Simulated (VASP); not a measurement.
Set up this calculation in VASP 6.6.1, as the native input.

```yaml
Task: single point
Functional: PBE
Potentials_or_basis: VASP PAW PBE potentials, release 64 (Li_sv, W_sv)
Cutoff: 750 eV
k_mesh: 12 × 12 × 2
Occupations: gaussian, width 0.2 eV
Spin: no spin polarisation
Dipole_correction: no
Further_INCAR_settings: ALGO = Normal; EDIFF = 1e-06; NBANDS = 25
```

The structure of LiW lies in POSCAR:

```
LiW
1.0
    2.8516206402      0.0010402173     -0.0001075323
   -1.4226218079      2.2169114937      0.0001412668
   -0.0002366188     -0.0015215122      9.9650849239
Li W
2 2
Direct
    0.2935624843      0.5877098601      0.5000042504
    0.2938538247      0.5876404103     -0.0000006945
    0.7063974120      0.4124210067      0.2500032730
    0.7061862790      0.4122287228      0.7499931711
```

These files were run (other wordings do the same):

INCAR

```
PREC = Accurate
ENCUT = 750
EDIFF = 1E-6
ISMEAR = 0
SIGMA = 0.2
LREAL = False
LASPH = True
NELM = 120
ALGO = Normal
ISIF = 2
LWAVE = False
LCHARG = False
GGA = PE
NBANDS = 25
GGA_COMPAT = False
```

KPOINTS

```
regular mesh
0
Gamma
  12 12 2
```

Potentials or basis: VASP PAW PBE potentials, release 64 (Li_sv, W_sv).

Run with:

```bash
$ cat potpaw_PBE.64/Li_sv/POTCAR potpaw_PBE.64/W_sv/POTCAR > POTCAR
$ mpirun -np 1 vasp_std > vasp.out
```

It gave:

```yaml
Pressure: 0.1 GPa
Band_gap_on_the_k_mesh: zero (bands 17 and 18 overlap by 3.05 eV)
```

Caveat: spin-orbit coupling is left out, which moves the levels of the heavy elements.

Run time: 6.1 min on 1 thread of Intel(R) Xeon(R) Platinum 8259CL CPU @ 2.50GHz (Skylake/Cascade Lake), on a shared host, peak memory 0.46 GiB.
